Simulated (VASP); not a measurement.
CdTe: single point with PBEsol

CdTe:

```xyz
2
Lattice="0.0000 2.8345 4.2517 2.8345 0.0000 4.2517 2.8345 2.8345 0.0000" Properties=species:S:1:pos:R:3 pbc="T T T"
Cd    0.0000    0.0000    0.0000
Te    4.2517    4.2517    6.3776
```

This cell differs from its parent crystal: ratio of the length along z to the lengths across it x 1.5, volume and fractional coordinates fixed.

```
Program                : VASP 6.6.1
Task                   : single point
Functional             : PBEsol
Potentials or basis    : VASP PAW PBE potentials, release 64 (Cd, Te)
Cutoff                 : 520 eV
k mesh                 : 8 × 8 × 8
Occupations            : gaussian, width 0.05 eV
Spin                   : no spin polarisation
Dipole correction      : no
Further INCAR settings : ALGO = Normal; EDIFF = 1e-06; NBANDS = 16
```

| Item | Value |
| --- | --- |
| Pressure | -1.5 GPa |
| Band gap on the k mesh | zero (band 9 reaches 2.94 eV, above the bottom of band 10 at 2.81 eV) |

Stress tensor (GPa, compression positive):
```
 2.53  0.00  0.00
 0.00  2.53  0.00
 0.00  0.00 -9.71
```

Levels at points of the mesh, in eV from the Fermi level:
```
           k point  band 5  band 6  band 7  band 8  band 9  band 10  band 11  band 12  band 13  band 14
(0.00, 0.00, 0.00)   -8.79   -8.77   -2.33   -1.20   -0.07    -0.07     4.54     4.54     4.64     5.34
(0.50, 0.00, 0.00)   -8.81   -8.51   -4.88   -2.51   -0.16    -0.12     4.77     5.56     6.00     7.46
(0.50, 0.50, 0.00)   -8.79   -8.76   -5.98   -1.04   -1.04     3.20     3.60     5.72     7.92     7.92
(0.50, 0.00, 0.50)   -8.75   -8.27   -4.07   -3.00   -2.47     0.99     1.36     5.33     5.94     6.49
```

Run time: 59 s on 1 thread of Intel(R) Xeon(R) 6975P-C (Granite Rapids), with other jobs on the host, peak memory 0.24 GiB.

Caveat: the PAW data sets were made with another functional, which shifts forces and pressure a little; spin-orbit coupling is left out, which moves the levels of the heavy elements.
